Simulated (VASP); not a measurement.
Set up this calculation in VASP 6.6.1, as the native input.

```yaml
Task: relaxation of cell and atoms
Functional: PBE
Potentials_or_basis: VASP PAW PBE potentials, release 64 (Al, B, W_sv)
Cutoff: 500 eV
k_mesh: 5 × 5 × 2
Occupations: gaussian, width 0.2 eV
Spin: no spin polarisation
Dipole_correction: no
Further_INCAR_settings: ALGO = Normal; EDIFF = 1e-07; IBRION = 2; EDIFFG = -0.08; NSW = 36; ISIF = 3
```

The structure of Al3B2W lies in POSCAR:

```
Al3B2W
1.0
    3.3188306800      0.0000000000      0.0000000000
    0.0000000000      3.3188306800      0.0000000000
    0.0000000000      0.0000000000      7.3116955900
Al B W
3 2 1
Direct
    0.0000000000      0.5000000000      0.3835000100
    0.5000000000      0.0000000000      0.6164999900
    0.5000000000      0.5000000000      0.0000000000
    0.0000000000      0.5000000000      0.7315000300
    0.5000000000      0.0000000000      0.2684999700
    0.0000000000      0.0000000000      0.0000000000
```

The cell was generated, and may not be a known phase.

These files were run (other wordings do the same):

INCAR

```
SYSTEM = Al3B2W
ALGO = Normal ; EDIFF = 1E-7
EDIFFG = -0.08 ; ENCUT = 500
GGA = PE ; GGA_COMPAT = .False.
IBRION = 2 ; ISIF = 3
ISMEAR = 0 ; LASPH = .True.
LCHARG = .False. ; LREAL = .False.
LWAVE = .False. ; NELM = 120
NELMIN = 4 ; NSW = 36
PREC = Accurate ; SIGMA = 0.2
```

KPOINTS

```
k-points
0
Gamma
  5 5 2
  0 0 0
```

Potentials or basis: VASP PAW PBE potentials, release 64 (Al, B, W_sv).

The run is started by

```bash
$ cat potpaw_PBE.64/Al/POTCAR potpaw_PBE.64/B/POTCAR potpaw_PBE.64/W_sv/POTCAR > POTCAR
$ mpirun -np 1 vasp_std > vasp.out
```

Results of the run:

```
Relaxed volume                        : 12.39 Å³/atom
Relaxed cell                          : a = 3.525 Å, b = 3.525 Å, c = 5.982 Å, α = 90.00°, β = 90.00°, γ = 90.00°
Space group after relaxing (to 0.1 Å) : P-4m2 (No. 115)
Energy gained by relaxing             : 432.0 meV/atom
Ionic steps                           : 9
Pressure after relaxing               : -0.1 GPa
Largest force after relaxing          : 0.046 eV/Å
Band gap on the k mesh                : zero (an odd number of electrons rules out a gap without spin polarisation)
```

Caveat: the k points lie up to 0.53 Å⁻¹ apart in the final cell, too coarse for converged energies and pressures of a metal; a cell axis changed by over 15 % at a fixed basis, so the end point is rough; spin-orbit coupling is left out, which moves the levels of the heavy elements; the relaxation stopped at a loose force limit of 0.08 eV/Å, so its end isn't a converged minimum.

Run time: 120 s on 1 thread of Intel(R) Xeon(R) Platinum 8259CL CPU @ 2.50GHz (Skylake/Cascade Lake), on a shared host, peak memory 0.19 GiB.
